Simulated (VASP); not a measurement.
# AlN (F-43m) in VASP: a series of runs

AlN is run at these levels: HSE06; tasks: single point.

Everything below comes from runs of VASP 6.6.1. Logs are shortened: lines on timing, memory, paths and dates and some standing lists are left out, and cuts for length are marked.

## Step 1: The cell of the first run

It takes space group F-43m (No. 216, cubic). Conventional cell: a = 4.195 Å, b = 4.195 Å, c = 4.195 Å, α = 90.00°, β = 90.00°, γ = 90.00°. Al (site symmetry -43m) has 4 N at 1.82 Å within 2.4 Å. Within 2.4 Å of N (site symmetry -43m) lie 4 Al at 1.82 Å.

## Step 2: Single point, HSE06 (strain -4.0%)

The input, POSCAR:

```
AlN
1.0
    0.0000000000      2.0974813560      2.0974813560
    2.0974813560      0.0000000000      2.0974813560
    2.0974813560      2.0974813560      0.0000000000
Al N
1 1
Direct
    0.0000000000      0.0000000000      0.0000000000
    0.2500000000      0.2500000000      0.2500000000
```

The input, INCAR.step1:

```
SYSTEM = AlN
ALGO     = Normal         ! electronic algorithm
EDIFF    = 1E-5           ! SCF threshold, eV
ENCUT    = 520            ! plane-wave cutoff, eV
GGA      = PE             ! functional
ISIF     = 2              ! what is computed and relaxed
ISMEAR   = 0              ! smearing method
LASPH    = .True.         ! aspherical terms in the spheres
LCHARG   = .False.        ! write CHGCAR
LREAL    = .False.        ! projectors in reciprocal space
LWAVE    = .True.         ! write WAVECAR
NBANDS   = 11             ! bands
NELM     = 100            ! most SCF steps
PREC     = Accurate       ! precision mode
SIGMA    = 0.01           ! smearing width, eV
```

The input, INCAR.step2:

```
SYSTEM = AlN
ALGO     = Normal         ! electronic algorithm
EDIFF    = 1E-6           ! SCF threshold, eV
ENCUT    = 520            ! plane-wave cutoff, eV
GGA      = PE             ! functional
HFSCREEN = 0.2079         ! screening, 1/A
ISIF     = 2              ! what is computed and relaxed
ISMEAR   = 0              ! smearing method
ISTART   = 1            
LASPH    = .True.         ! aspherical terms in the spheres
LCHARG   = .False.        ! write CHGCAR
LHFCALC  = .True.         ! exact exchange
LREAL    = .False.        ! projectors in reciprocal space
LWAVE    = .False.        ! write WAVECAR
NBANDS   = 11             ! bands
NELM     = 100            ! most SCF steps
PREC     = Accurate       ! precision mode
PRECFOCK = Normal       
SIGMA    = 0.01           ! smearing width, eV
```

The input, KPOINTS:

```
k-points
0
Gamma
  8 8 8
  0 0 0
```

Potentials or basis: VASP PAW PBE potentials, release 64 (Al, N).

Launch:

```bash
> cat potpaw_PBE.64/Al/POTCAR potpaw_PBE.64/N/POTCAR > POTCAR
> cp INCAR.step1 INCAR
> mpirun -np 1 vasp_std > vasp.out
> cp INCAR.step2 INCAR
> mpirun -np 1 vasp_std > vasp.out
```

OUTCAR:

```text
SYSTEM = AlN
   EDIFF = 1E-6
   ENCUT = 520
   GGA = PE
   HFSCREEN = 0.2079
   ISIF = 2
   ISMEAR = 0
   ISTART = 1
   LASPH = .True.
   LHFCALC = .True.
   LREAL = .False.
   NELM = 100
   PREC = Accurate
   PRECFOCK = Normal

 ion  position               nearest neighbor table
   1  0.000  0.000  0.000-   2 1.82   2 1.82   2 1.82   2 1.82
   2  0.250  0.250  0.250-   1 1.82   1 1.82   1 1.82   1 1.82

  LATTYP: Found a face centered cubic cell.
 ALAT       =     4.1949627120

  Lattice vectors:

 A1 = (   0.0000000000,   2.0974813560,   2.0974813560)
 A2 = (   2.0974813560,   0.0000000000,   2.0974813560)
 A3 = (   2.0974813560,   2.0974813560,   0.0000000000)

Analysis of symmetry for initial positions (statically):
=====================================================================
 Subroutine PRICEL returns:
 Original cell was already a primitive cell.

 Routine SETGRP: Setting up the symmetry group for a
 face centered cubic supercell.

 Subroutine GETGRP returns: Found 24 space group operations
 (whereof 24 operations were pure point group operations)
 out of a pool of 48 trial point group operations.

The static configuration has the point symmetry T_d .

Analysis of symmetry for dynamics (positions and initial velocities):
=====================================================================
 Subroutine PRICEL returns:
 Original cell was already a primitive cell.

 Routine SETGRP: Setting up the symmetry group for a
 face centered cubic supercell.

 Subroutine GETGRP returns: Found 24 space group operations
 (whereof 24 operations were pure point group operations)
 out of a pool of 48 trial point group operations.

The dynamic configuration has the point symmetry T_d .

 Subroutine INISYM returns: Found 24 space group operations
 (whereof 24 operations are pure point group operations),
 and found     1 'primitive' translations

----------------------------------------------------------------------------------------

                                     Primitive cell

  volume of cell :      18.4554

  direct lattice vectors                    reciprocal lattice vectors
     0.000000000  2.097481356  2.097481356    -0.238381142  0.238381142  0.238381142
     2.097481356  0.000000000  2.097481356     0.238381142 -0.238381142  0.238381142
     2.097481356  2.097481356  0.000000000     0.238381142  0.238381142 -0.238381142

  length of vectors
     2.966286580  2.966286580  2.966286580     0.412888249  0.412888249  0.412888249

  position of ions in fractional coordinates (direct lattice)
     0.000000000  0.000000000  0.000000000
     0.250000000  0.250000000  0.250000000

  ion indices of the primitive-cell ions
   primitive index   ion index
                 1           1
                 2           2

----------------------------------------------------------------------------------------

 KPOINTS: k-points

Automatic generation of k-mesh.
 Grid dimensions read from file:
 generate k-points for:    8    8    8

 Generating k-lattice:

  Cartesian coordinates                     Fractional coordinates (reciprocal lattice)
    -0.029797643  0.029797643  0.029797643     0.125000000  0.000000000  0.000000000
     0.029797643 -0.029797643  0.029797643     0.000000000  0.125000000  0.000000000
     0.029797643  0.029797643 -0.029797643     0.000000000  0.000000000  0.125000000

  Length of vectors
     0.051611031  0.051611031  0.051611031

  Shift w.r.t. Gamma in fractional coordinates (k-lattice)
     0.000000000  0.000000000  0.000000000

 Subroutine IBZKPT returns following result:
 ===========================================

 Found     29 irreducible k-points:

 Following reciprocal coordinates:
            Coordinates               Weight
  0.000000  0.000000  0.000000      1.000000
  0.125000  0.000000  0.000000      8.000000
  0.250000  0.000000  0.000000      8.000000
  0.375000  0.000000  0.000000      8.000000
  0.500000  0.000000  0.000000      4.000000
  0.125000  0.125000  0.000000      6.000000
[... 16 lines left out ...]
  0.500000  0.250000  0.125000     48.000000
 -0.375000  0.250000  0.125000     24.000000
 [... further k-points ...]
   k-points           NKPTS =     29   k-points in BZ     NKDIM =    512   number of bands    NBANDS=     11
   number of dos      NEDOS =    301   number of ions     NIONS =      2
   total plane-waves  NPLWV =  13824
   dimension x,y,z NGX =    24 NGY =   24 NGZ =   24
   dimension x,y,z NGXF=    48 NGYF=   48 NGZF=   48
   ions per type =               1   1
   NGX,Y,Z   is equivalent  to a cutoff of  13.45, 13.45, 13.45 a.u.
   NGXF,Y,Z  is equivalent  to a cutoff of  26.90, 26.90, 26.90 a.u.
 SYSTEM =  AlN
   PREC   = accura    normal or accurate (medium, high low for compatibility)
   ISTART =      1    job   : 0-new  1-cont  2-samecut
   ICHARG =      0    charge: 1-file 2-atom 10-const
   ISPIN  =      1    spin polarized calculation?
   LNONCOLLINEAR =      F non collinear calculations
   LSORBIT =      F    spin-orbit coupling
   LASPH  =      T    aspherical Exc in radial PAW
   ENCUT  =  520.0 eV  38.22 Ry    6.18 a.u.   5.52  5.52  5.52*2*pi/ulx,y,z
   NELM   =    100;   NELMIN=  2; NELMDL=  0     # of ELM steps
   EDIFF  = 0.1E-05   stopping-criterion for ELM
   LREAL  =      F    real-space projection
   EDIFFG = 0.1E-04   stopping-criterion for IOM
   NSW    =      0    number of steps for IOM
   IBRION =     -1    ionic relax: 0-MD 1-quasi-New 2-CG
   NFREE  =      0    steps in history (QN), initial steepest desc. (CG)
   ISIF   =      2    stress and relaxation
   ISYM   =      3    0-nonsym 1-usesym 2-fastsym
   POTIM  = 0.5000    time-step for ionic-motion
   TEBEG  =    0.0;   TEEND  =   0.0 temperature during run
   PSTRESS=    0.0 pullay stress
   NELECT =       8.0000    total number of electrons
   NUPDOWN=      -1.0000    fix difference up-down
   EMIN   =  10.00;   EMAX   =-10.00  energy-range for DOS
   EFERMI =   0.00;   METHOD = LEGACY
   ISMEAR =     0;   SIGMA  =   0.01  broadening in eV -4-tet -1-fermi 0-gaus
   EFERMI_NEDOS =   21; number of points for ismear=-14 and -15
   IALGO  =     38    algorithm
   IMIX   =      1    mixing-type and parameters
     AMIX     =   0.40;   BMIX     =  1.00
     AMIX_MAG =   1.60;   BMIX_MAG =  1.00
  volume/ion in A,a.u.               =       9.23        62.27
  Fermi-wavevector in a.u.,A,eV,Ry     =   1.238977  2.341328 20.885827  1.535065
  Thomas-Fermi vector in A             =   2.373480
   LORBIT       =      0    0 simple, 1 ext, 2 COOP (PROOUT), +10 PAW based schemes
   GGA     = PE    functional components
   LHFCALC =     T    Hartree Fock is set to
   PRECFOCK=normal    Normal, Fast or Accurate (Low or Medium for compatibility)
   ENCUT4O =  -1.0   cutoff for four orbital integrals eV
   NKREDX  =     1    reduce k-point grid by
   NKREDY  =     1    reduce k-point grid by
   NKREDZ  =     1    reduce k-point grid by
   AEXX    =    0.2500 exact exchange contribution
   HFSCREEN=    0.2079 screening length (either q_TF or 0.3 A-1)
   HFSCREENC=   0.2079 screening length for correlation (either q_TF or 0.3 A-1)
   ENCUTFOCK=  -1.0 apply spherical cutoff to Coloumb kernel
   IVDW    =     0    specifies the selected vdW correction
   LEPSILON=     F    determine dielectric tensor
   LRPA    =     F    only Hartree local field effects (RPA)
 non-spin polarized calculation
 Gauss-broadening in eV      SIGMA  =   0.01
  energy-cutoff  :      520.00
  volume of cell :       18.46
 maximum number of plane-waves:       531
 NGX is ok and might be reduce to    24
  NGX = 18; NGY = 18; NGZ = 18

 number of electron       8.0000001 magnetization

 Free energy of the ion-electron system (eV)
  ---------------------------------------------------
  ext. energy  EPLUGINS =         0.00000000
  ---------------------------------------------------
  free energy    TOTEN  =       -17.18487297 eV

  energy without entropy =      -17.18487297  energy(sigma->0) =      -17.18487297

 E-fermi :   6.2525     XC(G=0):  -9.4330

 val. band max:        6.2018182265   @ k =   0.0000   0.0000   0.0000
 cond. band min:      10.8652679275   @ k =   0.5000   0.5000   0.0000
 fundamental gap:      4.6634497010
 Fermi energy:         6.2524836583

 k-point     1 :       0.0000    0.0000    0.0000
  band No.  band energies     occupation
      1     -11.0401      2.00000
      2       6.2018      2.00000
      3       6.2018      2.00000
      4       6.2018      2.00000
      5      12.9809      0.00000
      6      21.7742      0.00000
      7      21.7742      0.00000
      8      21.7742      0.00000
      9      26.8947      0.00000
     10      26.8947      0.00000
     11      28.5593      0.00000

 k-point     2 :       0.1250    0.0000    0.0000
  band No.  band energies     occupation
      1     -10.7602      2.00000
      2       4.9295      2.00000
      3       6.1136      2.00000
      4       6.1136      2.00000
      5      13.9255      0.00000
      6      21.1868      0.00000
      7      21.9801      0.00000
      8      21.9801      0.00000
      9      25.1438      0.00000
     10      25.1438      0.00000
     11      27.3511      0.00000

 k-point     3 :       0.2500    0.0000    0.0000
  band No.  band energies     occupation
      1      -9.9860      2.00000
      2       2.4859      2.00000
      3       5.9140      2.00000
      4       5.9140      2.00000
      5      15.3230      0.00000
      6      20.1024      0.00000
      7      21.3023      0.00000
      8      21.3023      0.00000
      9      25.5196      0.00000
     10      25.5196      0.00000
     11      26.6705      0.00000
[... 267 lines left out ...]
 k-point    23 :       0.5000    0.2500    0.1250
  band No.  band energies     occupation
      1      -8.4896      2.00000
      2       0.8198      2.00000
      3       3.7975      2.00000
      4       5.1328      2.00000
      5      15.2814      0.00000
      6      18.5657      0.00000
      7      20.8853      0.00000
      8      22.0792      0.00000
      9      25.6548      0.00000
     10      29.7024      0.00000
     11      31.7745      0.00000

 k-point    24 :      -0.3750    0.2500    0.1250
  band No.  band energies     occupation
      1      -8.0469      2.00000
      2       0.1500      2.00000
      3       3.6340      2.00000
      4       4.9090      2.00000
      5      15.2559      0.00000
      6      18.2183      0.00000
      7      21.3774      0.00000
      8      22.1255      0.00000
      9      27.0837      0.00000
     10      28.4946      0.00000
     11      32.1659      0.00000

 [... further k-points ...]

------------------------ aborting loop because EDIFF is reached ----------------------------------------

  FORCE on cell =-STRESS in cart. coord.  units (eV):
  Direction    XX          YY          ZZ          XY          YZ          ZX
  --------------------------------------------------------------------------------------
  -------------------------------------------------------------------------------------
  Total        3.6672210      3.6672210      3.6672210     -0.0000000      0.0000000     -0.0000000
  in kB      318.3635508    318.3635508    318.3635508     -0.0000000      0.0000000     -0.0000000
  external PRESSURE =     318.3635508 kB  Pullay stress =       0.0000000 kB

 VOLUME and BASIS-vectors are now :
 -----------------------------------------------------------------------------
  energy-cutoff  :      520.00
  volume of cell :       18.46
      direct lattice vectors                 reciprocal lattice vectors
     0.000000000  2.097481356  2.097481356    -0.238381142  0.238381142  0.238381142
     2.097481356  0.000000000  2.097481356     0.238381142 -0.238381142  0.238381142
     2.097481356  2.097481356  0.000000000     0.238381142  0.238381142 -0.238381142

 POSITION                                       TOTAL-FORCE (eV/Angst)
 -----------------------------------------------------------------------------------
      0.00000      0.00000      0.00000        -0.000000     -0.000000     -0.000000
      1.04874      1.04874      1.04874         0.000000      0.000000      0.000000
 -----------------------------------------------------------------------------------
    total drift:                                0.000000     -0.000000      0.000000

  FREE ENERGIE OF THE ION-ELECTRON SYSTEM (eV)
  ---------------------------------------------------
  free  energy   TOTEN  =       -17.1848729731 eV

  energy  without entropy=      -17.1848729731  energy(sigma->0) =      -17.18487297
```

Wall time 26 min (1 thread of Intel Xeon Platinum 8259CL at 2.50GHz (Skylake/Cascade Lake), shared host); peak memory 0.25 GiB.

What came out:

```yaml
Free_energy: -17.1849 eV
Pressure: 31.8 GPa
Band_gap_on_the_k_mesh: 4.66 eV (least direct gap 6.75 eV)
```

Caveat: the cell differs from its parent crystal (strain -4.0%); the cell stands under pressure; the PAW data sets were made with another functional, which shifts forces and pressure a little.

## Step 3: Single point, HSE06 (strain -3.0%)

The input, POSCAR:

```
AlN
1.0
    0.0000000000      2.1193301201      2.1193301201
    2.1193301201      0.0000000000      2.1193301201
    2.1193301201      2.1193301201      0.0000000000
Al N
1 1
Direct
    0.0000000000      0.0000000000      0.0000000000
    0.2500000000      0.2500000000      0.2500000000
```

The input, INCAR.step1:

```
PREC = Accurate ; ENCUT = 520
EDIFF = 1E-5 ; ISMEAR = 0
SIGMA = 0.01 ; LREAL = F
LASPH = T ; NELM = 80
ALGO = Normal ; ISIF = 2
LWAVE = T ; LCHARG = F
GGA = PE ; NBANDS = 11
```

The input, INCAR.step2:

```
PREC = Accurate ; ENCUT = 520
EDIFF = 1E-6 ; ISMEAR = 0
SIGMA = 0.01 ; LREAL = F
LASPH = T ; NELM = 80
ALGO = Normal ; ISIF = 2
LWAVE = F ; LCHARG = F
GGA = PE ; LHFCALC = T
HFSCREEN = 0.2079 ; PRECFOCK = Normal
ISTART = 1 ; NBANDS = 11
```

The input, KPOINTS:

```
regular mesh
0
Gamma
  8 8 8
```

Potentials or basis: VASP PAW PBE potentials, release 64 (Al, N).

Launch:

```bash
> cat potpaw_PBE.64/Al/POTCAR potpaw_PBE.64/N/POTCAR > POTCAR
> cp INCAR.step1 INCAR
> mpirun -np 1 vasp_std > vasp.out
> cp INCAR.step2 INCAR
> mpirun -np 1 vasp_std > vasp.out
```

OUTCAR:

```text
PREC = Accurate
   ENCUT = 520
   EDIFF = 1E-6
   ISMEAR = 0
   LREAL = F
   LASPH = T
   NELM = 80
   ISIF = 2
   GGA = PE
   LHFCALC = T
   HFSCREEN = 0.2079
   PRECFOCK = Normal
   ISTART = 1

 ion  position               nearest neighbor table
   1  0.000  0.000  0.000-   2 1.84   2 1.84   2 1.84   2 1.84
   2  0.250  0.250  0.250-   1 1.84   1 1.84   1 1.84   1 1.84

  LATTYP: Found a face centered cubic cell.
[... 533 lines left out ...]

 [... further k-points ...]

------------------------ aborting loop because EDIFF is reached ----------------------------------------

  FORCE on cell =-STRESS in cart. coord.  units (eV):
  Direction    XX          YY          ZZ          XY          YZ          ZX
  --------------------------------------------------------------------------------------
  -------------------------------------------------------------------------------------
  Total        2.6305528      2.6305528      2.6305528     -0.0000000     -0.0000000      0.0000000
  in kB      221.3766370    221.3766370    221.3766370     -0.0000000     -0.0000000      0.0000000
  external PRESSURE =     221.3766370 kB  Pullay stress =       0.0000000 kB

 VOLUME and BASIS-vectors are now :
 -----------------------------------------------------------------------------
  energy-cutoff  :      520.00
  volume of cell :       19.04
      direct lattice vectors                 reciprocal lattice vectors
     0.000000000  2.119330120  2.119330120    -0.235923604  0.235923604  0.235923604
     2.119330120  0.000000000  2.119330120     0.235923604 -0.235923604  0.235923604
     2.119330120  2.119330120  0.000000000     0.235923604  0.235923604 -0.235923604

 POSITION                                       TOTAL-FORCE (eV/Angst)
 -----------------------------------------------------------------------------------
      0.00000      0.00000      0.00000        -0.000000     -0.000000     -0.000000
      1.05967      1.05967      1.05967         0.000000      0.000000      0.000000
 -----------------------------------------------------------------------------------
    total drift:                                0.000000      0.000000      0.000000

  FREE ENERGIE OF THE ION-ELECTRON SYSTEM (eV)
  ---------------------------------------------------
  free  energy   TOTEN  =       -17.2830143741 eV

  energy  without entropy=      -17.2830143741  energy(sigma->0) =      -17.28301437
```

OUTCAR.step1:

```text
PREC = Accurate
   ENCUT = 520
   EDIFF = 1E-5
   ISMEAR = 0
   LREAL = F
   LASPH = T
[... 557 lines left out ...]
 -----------------------------------------------------------------------------------
      0.00000      0.00000      0.00000        -0.000000      0.000000     -0.000000
      1.05967      1.05967      1.05967         0.000000     -0.000000      0.000000
 -----------------------------------------------------------------------------------
    total drift:                                0.000000      0.000000      0.000000

  FREE ENERGIE OF THE ION-ELECTRON SYSTEM (eV)
  ---------------------------------------------------
  free  energy   TOTEN  =       -14.6693906536 eV

  energy  without entropy=      -14.6693906536  energy(sigma->0) =      -14.66939065
```

OSZICAR.step1:

```text
N       E                     dE             d eps       ncg     rms          rms(c)
DAV:   1     0.115639941491E+02    0.11564E+02   -0.39289E+03   654   0.604E+02
DAV:   2    -0.163850689851E+02   -0.27949E+02   -0.27058E+02   755   0.143E+02
DAV:   3    -0.172359268728E+02   -0.85086E+00   -0.85012E+00   790   0.235E+01
DAV:   4    -0.172407624628E+02   -0.48356E-02   -0.48350E-02   719   0.195E+00
DAV:   5    -0.172408232258E+02   -0.60763E-04   -0.60762E-04   767   0.201E-01    0.910E+00
DAV:   6    -0.146908232928E+02    0.25500E+01   -0.11632E+01   742   0.177E+01    0.298E+00
DAV:   7    -0.146759893579E+02    0.14834E-01   -0.23461E-01   713   0.352E+00    0.219E+00
DAV:   8    -0.146705467073E+02    0.54427E-02   -0.25581E-02   713   0.151E+00    0.562E-01
DAV:   9    -0.146693404987E+02    0.12062E-02   -0.34681E-03   752   0.354E-01    0.237E-01
DAV:  10    -0.146693770572E+02   -0.36558E-04   -0.31871E-04   707   0.118E-01    0.326E-02
DAV:  11    -0.146693905129E+02   -0.13456E-04   -0.12365E-05   728   0.273E-02    0.128E-02
DAV:  12    -0.146693906536E+02   -0.14067E-06   -0.16086E-07   373   0.331E-03
   1 F= -.14669391E+02 E0= -.14669391E+02  d E =-.446272E-74
```

Wall time 23 min (1 thread of Intel Xeon Platinum 8259CL at 2.50GHz (Skylake/Cascade Lake), shared host); peak memory 0.25 GiB.

Results:

```
Free energy            : -17.2830 eV
Pressure               : 22.1 GPa
Band gap on the k mesh : 4.64 eV (least direct gap 6.46 eV)
```

Caveat: the cell differs from its parent crystal (strain -3.0%); the cell stands under pressure; the PAW data sets were made with another functional, which shifts forces and pressure a little.
